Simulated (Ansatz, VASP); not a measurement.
One calculation of Na3Be, two programs

INCAR

```
PREC = Accurate ; ENCUT = 600
EDIFF = 1E-7 ; ISMEAR = 0
SIGMA = 0.1 ; LREAL = F
LASPH = T ; NELM = 60
ALGO = Fast ; ISIF = 3
LWAVE = F ; LCHARG = F
GGA = PE ; IBRION = 2
NSW = 90 ; EDIFFG = -0.04
```

The input KPOINTS:

```
Automatic mesh
0
Gamma
  6 6 6
```

POSCAR

```
Na3Be
1.0
   -1.9862898000      1.9862898000      4.4369070858
    1.9862898000     -1.9862898000      4.4369070858
    1.9862898000      1.9862898000     -4.4369070858
Na Be
3 1
Direct
    0.5000000000      0.5000000000      0.0000000000
    0.2500000000      0.7500000000      0.5000000000
    0.7500000000      0.2500000000      0.5000000000
    0.0000000000      0.0000000000      0.0000000000
```

Input for Ansatz:

```yaml
crystal:
  lattice:
    - [-1.9862898, 1.9862898, 4.4369070858]
    - [1.9862898, -1.9862898, 4.4369070858]
    - [1.9862898, 1.9862898, -4.4369070858]
  atoms:
    - { symbol: Na, position: [0.5, 0.5, 0.0] }
    - { symbol: Na, position: [0.25, 0.75, 0.5] }
    - { symbol: Na, position: [0.75, 0.25, 0.5] }
    - { symbol: Be, position: [0.0, 0.0, 0.0] }
basis:
  ecutwfc: 420
kpoints:
  mp_grid: { grid: [6, 6, 6] }
hamiltonian:
  xc: pbe
scf:
  occupations: { method: gaussian, width: 0.1 }
  lower_state_search: "off"
output:
  forces: true
  stress: true
  eigenvalues: true
relax:
  adjacent_minimum: "off"
  f_tol: 0.04
  max_steps: 70
  cell: { stress_tol: 0.4 }
```

Alike in both runs: task relaxation of cell and atoms; functional PBE; k mesh 6 × 6 × 6; occupations gaussian, width 0.1 eV; no spin polarisation.

|  | VASP | Ansatz |
| --- | --- | --- |
| version | VASP 6.6.1 | Ansatz 0.2.0 |
| potentials or method | VASP PAW PBE potentials, release 64 (Na_pv, Be), cutoff 600 eV | scalar-relativistic, plane waves, PAW |
| valence electrons in the cell | 23 | 29 |

Ansatz gave:

| Quantity | Value |
| --- | --- |
| gap on the k mesh at the Fermi level, each at its own relaxed structure (eV) | none |
| relaxed volume (Å³/atom) | 25.56 |
| relaxed cell length with the largest relative difference (Å) | 5.387 |

Task: Which values does VASP return?

Result: gap on the k mesh at the Fermi level, each at its own relaxed structure (eV): none; relaxed volume (Å³/atom): 25.71; relaxed cell length with the largest relative difference (Å): 5.334.

A gap of «none» marks a metal or a gap that the smearing closes. VASP's potentials hold 23 valence electrons a cell and Ansatz's 29, so a difference there can come from the potentials and not from the codes.

The k mesh is coarse, so the values compare programs but aren't converged. Noted on VASP's run: the volume moved by over 15 % at a fixed basis, so the end points are rough.
